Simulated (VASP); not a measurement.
A run of VASP 6.6.1:

File INCAR:

```
PREC     = Accurate       # precision mode
ENCUT    = 520            # plane-wave cutoff, eV
EDIFF    = 1E-6           # SCF threshold, eV
ISMEAR   = 0              # smearing method
SIGMA    = 0.1            # smearing width, eV
LREAL    = False          # projectors in reciprocal space
LASPH    = True           # aspherical terms in the spheres
NELM     = 80             # most SCF steps
ALGO     = Normal         # electronic algorithm
ISIF     = 2              # what is computed and relaxed
LWAVE    = False          # write WAVECAR
LCHARG   = False          # write CHGCAR
GGA      = PE             # functional
NBANDS   = 30             # bands
```

KPOINTS

```
Automatic mesh
0
Gamma
  6 6 4
```

Contents of POSCAR:

```
CdTeSe4
1.0
    5.6527591300      0.0000000000      0.0000000000
   -2.8263795600      4.8954330100      0.0000000000
    0.0000000000      0.0000000000      4.2403753900
Cd Te Se
1 1 4
Direct
    0.0000000000      0.0000000000      0.0000000000
    0.0000000000      0.0000000000      0.5000000000
    0.3333333300      0.6666666700      0.0000000000
    0.6666666700      0.3333333300      0.0000000000
    0.3333333300      0.6666666700      0.5000000000
    0.6666666700      0.3333333300      0.5000000000
```

Potentials or basis: VASP PAW PBE potentials, release 64 (Cd, Te, Se).

Run with:

```console
$ cat potpaw_PBE.64/Cd/POTCAR potpaw_PBE.64/Te/POTCAR potpaw_PBE.64/Se/POTCAR > POTCAR
$ mpirun -np 1 vasp_std > vasp.out
```

Hardware: 1 thread of Intel(R) Xeon(R) 6975P-C (Granite Rapids) (shared host).

**Question.** Estimate the wall time of this run.

**Answer.** Run time: 30 s on 1 thread of Intel(R) Xeon(R) 6975P-C (Granite Rapids), with other jobs on the host, peak memory 0.26 GiB. Counts: scf iterations 13, k points 21.
